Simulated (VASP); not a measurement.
# Co (P6_3/mmc) in VASP: a series of runs

The runs below take Co through single point, with PBE+D3(BJ).

All numbers are computed with VASP 6.6.1; they aren't measurements. Logs are shortened: lines on timing, memory, paths and dates and some standing lists are left out, and cuts for length are marked.

## (1) The cell of the first run

Symmetry: P6_3/mmc, No. 194, hexagonal system. The conventional cell has a = 2.420 Å, b = 2.420 Å, c = 7.923 Å, α = 90.00°, β = 90.00°, γ = 120.00°. Co (site symmetry -6m2) has 12 Co at 2.42 Å within 3.2 Å. Co (site symmetry -3m) has 12 Co at 2.42 Å within 3.2 Å.

## (2) Single point, PBE+D3(BJ), collinear spin, ferromagnetic start

Contents of INCAR:

```
SYSTEM = Co
ALGO     = Fast           ! electronic algorithm
EDIFF    = 1E-7           ! SCF threshold, eV
ENCUT    = 520            ! plane-wave cutoff, eV
GGA      = PE             ! functional
ISIF     = 2              ! what is computed and relaxed
ISMEAR   = -1             ! smearing method
ISPIN    = 2              ! spin polarisation
IVDW     = 12             ! dispersion correction
LASPH    = .True.         ! aspherical terms in the spheres
LCHARG   = .False.        ! write CHGCAR
LMAXMIX  = 4              ! l up to which the mixer works
LORBIT   = 11             ! projections on sites
LREAL    = .False.        ! projectors in reciprocal space
LWAVE    = .False.        ! write WAVECAR
MAGMOM   = 2 2 2 2        ! initial moments
NBANDS   = 30             ! bands
NELM     = 150            ! most SCF steps
PREC     = Accurate       ! precision mode
SIGMA    = 0.05           ! smearing width, eV
```

Contents of KPOINTS:

```
k-points
0
Gamma
  12 12 4
  0 0 0
```

Contents of POSCAR:

```
Co
1.0
    2.4201280013      0.0000000000      0.0000000000
   -1.2100640007      2.0958923296      0.0000000000
    0.0000000000      0.0000000000      7.9231214745
Co
4
Direct
    0.6666666667      0.3333333333      0.7500000000
    0.0000000000      0.0000000000      0.5000000000
    0.3333333333      0.6666666667      0.2500000000
    0.0000000000      0.0000000000      0.0000000000
```

Potentials or basis: VASP PAW PBE potentials, release 64 (Co).

Command:

```
$ cat potpaw_PBE.64/Co/POTCAR > POTCAR
$ mpirun -np 1 vasp_std > vasp.out
```

OUTCAR:

```text
SYSTEM = Co
   EDIFF = 1E-7
   ENCUT = 520
   GGA = PE
   ISIF = 2
   ISMEAR = -1
   ISPIN = 2
   IVDW = 12
   LASPH = .True.
   LORBIT = 11
   LREAL = .False.
   NELM = 150
   PREC = Accurate
 IVDW          = 12

 ion  position               nearest neighbor table
   1  0.667  0.333  0.750-   2 2.42   4 2.42   2 2.42   4 2.42   2 2.42   4 2.42
   2  0.000  0.000  0.500-   1 2.42   3 2.42   1 2.42   3 2.42   1 2.42   3 2.42
   3  0.333  0.667  0.250-   2 2.42   4 2.42   2 2.42   4 2.42   2 2.42   4 2.42
   4  0.000  0.000  0.000-   1 2.42   3 2.42   1 2.42   3 2.42   1 2.42   3 2.42

  LATTYP: Found a hexagonal cell.
 ALAT       =     2.4201280013
 C/A-ratio  =     3.2738439745

  Lattice vectors:

 A1 = (   2.4201280013,   0.0000000000,   0.0000000000)
 A2 = (  -1.2100640007,   2.0958923296,   0.0000000000)
 A3 = (   0.0000000000,   0.0000000000,   7.9231214745)

Analysis of symmetry for initial positions (statically):
=====================================================================
 Subroutine PRICEL returns:
 Original cell was already a primitive cell.

 Routine SETGRP: Setting up the symmetry group for a
 hexagonal supercell.

 Subroutine GETGRP returns: Found 24 space group operations
 (whereof 12 operations were pure point group operations)
 out of a pool of 24 trial point group operations.

The static configuration has the point symmetry D_3d.
 The point group associated with its full space group is D_6h.

Analysis of symmetry for dynamics (positions and initial velocities):
=====================================================================
 Subroutine PRICEL returns:
 Original cell was already a primitive cell.

 Routine SETGRP: Setting up the symmetry group for a
 hexagonal supercell.

 Subroutine GETGRP returns: Found 24 space group operations
 (whereof 12 operations were pure point group operations)
 out of a pool of 24 trial point group operations.

The dynamic configuration has the point symmetry D_3d.
 The point group associated with its full space group is D_6h.

Analysis of structural, dynamic, and magnetic symmetry:
=====================================================================
 Subroutine PRICEL returns:
 Original cell was already a primitive cell.

 Routine SETGRP: Setting up the symmetry group for a
 hexagonal supercell.

 Subroutine GETGRP returns: Found 24 space group operations
 (whereof 12 operations were pure point group operations)
 out of a pool of 24 trial point group operations.

The overall configuration has the point symmetry D_3d.
 The point group associated with its full space group is D_6h.

 Subroutine INISYM returns: Found 24 space group operations
 (whereof 12 operations are pure point group operations),
 and found     1 'primitive' translations

----------------------------------------------------------------------------------------

                                     Primitive cell

  volume of cell :      40.1887

  direct lattice vectors                    reciprocal lattice vectors
     2.420128001  0.000000000  0.000000000     0.413201285  0.238561873  0.000000000
    -1.210064001  2.095892330  0.000000000     0.000000000  0.477123746  0.000000000
     0.000000000  0.000000000  7.923121475     0.000000000  0.000000000  0.126212883

  length of vectors
     2.420128001  2.420128001  7.923121475     0.477123746  0.477123746  0.126212883

  position of ions in fractional coordinates (direct lattice)
     0.666666667  0.333333333  0.750000000
     0.000000000  0.000000000  0.500000000
     0.333333333  0.666666667  0.250000000
     0.000000000  0.000000000  0.000000000

  ion indices of the primitive-cell ions
   primitive index   ion index
                 1           1
                 2           2
                 3           3
                 4           4

----------------------------------------------------------------------------------------

 KPOINTS: k-points

Automatic generation of k-mesh.
 Grid dimensions read from file:
 generate k-points for:   12   12    4

 Generating k-lattice:

  Cartesian coordinates                     Fractional coordinates (reciprocal lattice)
     0.034433440  0.019880156  0.000000000     0.083333333  0.000000000  0.000000000
     0.000000000  0.039760312  0.000000000     0.000000000  0.083333333  0.000000000
     0.000000000  0.000000000  0.031553221     0.000000000  0.000000000  0.250000000

  Length of vectors
     0.039760312  0.039760312  0.031553221

  Shift w.r.t. Gamma in fractional coordinates (k-lattice)
     0.000000000  0.000000000  0.000000000

 Subroutine IBZKPT returns following result:
 ===========================================

 Found     57 irreducible k-points:

 Following reciprocal coordinates:
            Coordinates               Weight
  0.000000  0.000000  0.000000      1.000000
  0.083333 -0.000000  0.000000      6.000000
  0.166667 -0.000000  0.000000      6.000000
  0.250000 -0.000000  0.000000      6.000000
  0.333333  0.000000  0.000000      6.000000
  0.416667  0.000000  0.000000      6.000000
[... 16 lines left out ...]
  0.250000 -0.000000  0.250000     12.000000
  0.333333  0.000000  0.250000     12.000000
 [... further k-points ...]
   k-points           NKPTS =     57   k-points in BZ     NKDIM =     57   number of bands    NBANDS=     30
   number of dos      NEDOS =    301   number of ions     NIONS =      4
   total plane-waves  NPLWV =  19440
   dimension x,y,z NGX =    18 NGY =   18 NGZ =   60
   dimension x,y,z NGXF=    36 NGYF=   36 NGZF=  120
   ions per type =               4
   NGX,Y,Z   is equivalent  to a cutoff of  12.36, 12.36, 12.59 a.u.
   NGXF,Y,Z  is equivalent  to a cutoff of  24.73, 24.73, 25.18 a.u.
 SYSTEM =  Co
   PREC   = accura    normal or accurate (medium, high low for compatibility)
   ISTART =      0    job   : 0-new  1-cont  2-samecut
   ICHARG =      2    charge: 1-file 2-atom 10-const
   ISPIN  =      2    spin polarized calculation?
   LNONCOLLINEAR =      F non collinear calculations
   LSORBIT =      F    spin-orbit coupling
   LASPH  =      T    aspherical Exc in radial PAW
   ENCUT  =  520.0 eV  38.22 Ry    6.18 a.u.   4.50  4.50 14.73*2*pi/ulx,y,z
   NELM   =    150;   NELMIN=  2; NELMDL= -5     # of ELM steps
   EDIFF  = 0.1E-06   stopping-criterion for ELM
   LREAL  =      F    real-space projection
   EDIFFG = 0.1E-05   stopping-criterion for IOM
   NSW    =      0    number of steps for IOM
   IBRION =     -1    ionic relax: 0-MD 1-quasi-New 2-CG
   NFREE  =      0    steps in history (QN), initial steepest desc. (CG)
   ISIF   =      2    stress and relaxation
   ISYM   =      2    0-nonsym 1-usesym 2-fastsym
   POTIM  = 0.5000    time-step for ionic-motion
   TEBEG  =    0.0;   TEEND  =   0.0 temperature during run
   PSTRESS=    0.0 pullay stress
   NELECT =      36.0000    total number of electrons
   NUPDOWN=      -1.0000    fix difference up-down
   EMIN   =  10.00;   EMAX   =-10.00  energy-range for DOS
   EFERMI =   0.00;   METHOD = LEGACY
   ISMEAR =    -1;   SIGMA  =   0.05  broadening in eV -4-tet -1-fermi 0-gaus
   EFERMI_NEDOS =   21; number of points for ismear=-14 and -15
   IALGO  =     68    algorithm
   IMIX   =      4    mixing-type and parameters
     AMIX     =   0.40;   BMIX     =  1.00
     AMIX_MAG =   1.60;   BMIX_MAG =  1.00
  volume/ion in A,a.u.               =      10.05        67.80
  Fermi-wavevector in a.u.,A,eV,Ry     =   1.578124  2.982222 33.884974  2.490475
  Thomas-Fermi vector in A             =   2.678702
   LORBIT       =     11    0 simple, 1 ext, 2 COOP (PROOUT), +10 PAW based schemes
   GGA     = PE    functional components
   LHFCALC =     F    Hartree Fock is set to
   AEXX    =    0.0000 exact exchange contribution
   IVDW    =    12    specifies the selected vdW correction
   LEPSILON=     F    determine dielectric tensor
   LRPA    =     F    only Hartree local field effects (RPA)
 spin polarized calculation
 RMM-DIIS sequential band-by-band and
  energy-cutoff  :      520.00
  volume of cell :       40.19
 maximum number of plane-waves:      1110
 NGX is ok and might be reduce to    18
   NGX =  9   NGY =  9   NGZ = 29

 number of electron      35.9999975 magnetization       6.2278600

 Free energy of the ion-electron system (eV)
  ---------------------------------------------------
  ext. energy  EPLUGINS =         0.00000000
  ---------------------------------------------------
  free energy    TOTEN  =       -27.94018318 eV

  energy without entropy =      -27.90595400  energy(sigma->0) =      -27.92306859

 E-fermi :  11.4477     XC(G=0): -13.8629

 val. band max:       11.4462305756   @ k =   0.2500  -0.0000   0.2500
 cond. band min:      11.4516896190   @ k =   0.3333   0.0833   0.0000
 fundamental gap:      0.0054590434
 Fermi energy:        11.4476907185

 spin component 1

 k-point     1 :       0.0000    0.0000    0.0000
  band No.  band energies     occupation
      1       2.0151      1.00000
      2       4.3229      1.00000
      3       4.3462      1.00000
      4       5.8945      1.00000
      5       8.2655      1.00000
      6       8.3010      1.00000
[... 781 lines left out ...]
     29      26.9361      0.00000
     30      27.8146      0.00000

 [... further k-points ...]

 spin component 2

 k-point     1 :       0.0000    0.0000    0.0000
  band No.  band energies     occupation
      1       2.0380      1.00000
      2       4.4296      1.00000
      3       4.4333      1.00000
      4       6.7742      1.00000
      5       9.5328      1.00000
      6       9.5928      1.00000
[... 781 lines left out ...]
     29      27.3105      0.00000
     30      28.2200      0.00000

 [... further k-points ...]

------------------------ aborting loop because EDIFF is reached ----------------------------------------

 Edisp (eV)   -1.80504

 E8    (eV) :    -0.7926

  FORCE on cell =-STRESS in cart. coord.  units (eV):
  Direction    XX          YY          ZZ          XY          YZ          ZX
  --------------------------------------------------------------------------------------
  -------------------------------------------------------------------------------------
  Total       3.29894     3.29894     2.34057    -0.00000    -0.00000     0.00000
  in kB     131.51670   131.51670    93.30991    -0.00000    -0.00000     0.00000
  external pressure =      118.78 kB  Pullay stress =        0.00 kB

 VOLUME and BASIS-vectors are now :
 -----------------------------------------------------------------------------
  energy-cutoff  :      520.00
  volume of cell :       40.19
      direct lattice vectors                 reciprocal lattice vectors
     2.420128001  0.000000000  0.000000000     0.413201285  0.238561873  0.000000000
    -1.210064001  2.095892330  0.000000000     0.000000000  0.477123746  0.000000000
     0.000000000  0.000000000  7.923121475     0.000000000  0.000000000  0.126212883

 POSITION                                       TOTAL-FORCE (eV/Angst)
 -----------------------------------------------------------------------------------
      1.21006      0.69863      5.94234        -0.000000      0.000000      0.000000
      0.00000      0.00000      3.96156        -0.000000      0.000000     -0.000000
     -0.00000      1.39726      1.98078         0.000000     -0.000000      0.000000
      0.00000      0.00000      0.00000        -0.000000      0.000000     -0.000000
 -----------------------------------------------------------------------------------
    total drift:                                0.000000     -0.000000      0.000000

  FREE ENERGIE OF THE ION-ELECTRON SYSTEM (eV)
  ---------------------------------------------------
  free  energy   TOTEN  =       -29.7452280931 eV

  energy  without entropy=      -29.7109989128  energy(sigma->0) =      -29.72811350

 total charge

# of ion       s       p       d       tot
------------------------------------------
    1        0.523   0.595   7.314   8.432
    2        0.524   0.591   7.323   8.437
    3        0.523   0.595   7.314   8.432
    4        0.524   0.591   7.323   8.437
--------------------------------------------------
tot          2.093   2.372  29.272  33.737

 magnetization (x)

# of ion       s       p       d       tot
------------------------------------------
    1       -0.015  -0.053   1.639   1.572
    2       -0.015  -0.050   1.615   1.550
    3       -0.015  -0.053   1.639   1.572
    4       -0.015  -0.050   1.615   1.550
--------------------------------------------------
tot         -0.060  -0.206   6.508   6.243
```

It took 78 s on 1 thread of Intel Xeon 6975P-C (Granite Rapids), shared host; peak memory 0.23 GiB.

What came out:

```yaml
Free_energy: -29.7452 eV
Pressure: 11.9 GPa
Net_moment: 6.23 μB per cell
Site_moments: Co +1.57, +1.55 (each value once) μB
Valence_electrons_inside_the_program's_atomic_spheres: Co 8.43, 8.44 (each value once)
Dispersion_energy_per_atom: -0.451 eV
```

Stress tensor (GPa, compression positive):
```
13.15  0.00  0.00
 0.00 13.15  0.00
 0.00  0.00  9.33
```

Caveat: the cell stands under pressure.

[end of part 1 of 2]
